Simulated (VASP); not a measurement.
Here is a VASP 6.6.1 calculation.

File INCAR:

```
SYSTEM = NbCrCl
PREC = Accurate
ENCUT = 600
EDIFF = 1E-6
ISMEAR = 0
SIGMA = 0.1
LREAL = .False.
LASPH = .True.
NELM = 100
ALGO = Normal
ISIF = 3
LWAVE = .False.
LCHARG = .False.
GGA = PE
IBRION = 2
NSW = 90
EDIFFG = -0.04
```

The input KPOINTS:

```
Automatic mesh
0
Gamma
  6 6 2
  0 0 0
```

File POSCAR:

```
NbCrCl
1.0
    3.2472894266      0.0000000000      0.0000000000
    0.0000000000      3.2472894266      0.0000000000
    0.0000000000      0.0000000000     10.9087065482
Nb Cr Cl
2 2 2
Direct
    0.5000000000      0.0000000000      0.1968825869
    0.0000000000      0.5000000000      0.8031174131
    0.5000000000      0.5000000000      0.0000000000
    0.0000000000      0.0000000000      0.0000000000
    0.0000000000      0.5000000000      0.3239284090
    0.5000000000      0.0000000000      0.6760715910
```

Potentials or basis: VASP PAW PBE potentials, release 64 (Nb_sv, Cr_pv, Cl).

Launch:

```bash
$ cat potpaw_PBE.64/Nb_sv/POTCAR potpaw_PBE.64/Cr_pv/POTCAR potpaw_PBE.64/Cl/POTCAR > POTCAR
$ mpirun -np 1 vasp_std > vasp.out
```

(1) Predict the band gap on the k mesh.

(2) Predict the relaxed cell.

(3) Estimate the space group after relaxing (to 0.1 Å).

Answers

(1) zero (bands 32 and 33 overlap by 0.52 eV).

(2) a = 3.240 Å, b = 3.240 Å, c = 10.951 Å, α = 90.00°, β = 90.00°, γ = 90.00°.

(3) P4/nmm (No. 129).

Caveat: the run has no spin polarisation, though such a crystal can be magnetic.
